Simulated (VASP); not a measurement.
BaSr3, 4 atoms in the cell. It takes space group Fm-3m (No. 225, cubic). The conventional cell has a = 9.500 Å, b = 9.500 Å, c = 9.500 Å, α = 90.00°, β = 90.00°, γ = 90.00°. Ba (site symmetry m-3m) has 14 Sr at 4.11 to 4.75 Å within 5.4 Å. Within 5.4 Å of Sr (site symmetry -43m) lie 4 Ba at 4.11 Å and 10 Sr at 4.11 to 4.75 Å. Within 5.4 Å of Sr (site symmetry m-3m) lie 8 Sr at 4.11 Å and 6 Ba at 4.75 Å. 

| Item | Value |
| --- | --- |
| Program | VASP 6.6.1 |
| Task | single point |
| Functional | r2SCAN |
| Potentials or basis | VASP PAW PBE potentials, release 64 (Ba_sv, Sr_sv) |
| Cutoff | 520 eV |
| k mesh | 4 × 4 × 4 |
| Occupations | fermi-dirac, width 0.1 eV |
| Spin | no spin polarisation |
| Dipole correction | no |
| Further INCAR settings | ALGO = Normal; EDIFF = 1e-06; NBANDS = 28 |

Potentials or basis: VASP PAW PBE potentials, release 64 (Ba_sv, Sr_sv).

Run with:

```console
$ cat potpaw_PBE.64/Ba_sv/POTCAR potpaw_PBE.64/Sr_sv/POTCAR > POTCAR
$ cp INCAR.step1 INCAR
$ mpirun -np 1 vasp_std > vasp.out
$ cp INCAR.step2 INCAR
$ mpirun -np 1 vasp_std > vasp.out
```

Hardware: 1 thread of AMD EPYC 9R45 96-Core Processor (Zen 5), with other jobs on the host.

Q: How long does it take, and how much memory?

A: Wall time 2.6 min on 1 thread of AMD EPYC 9R45 96-Core Processor (Zen 5), with other jobs on the host, peak memory 0.38 GiB. Counts: k points 8.
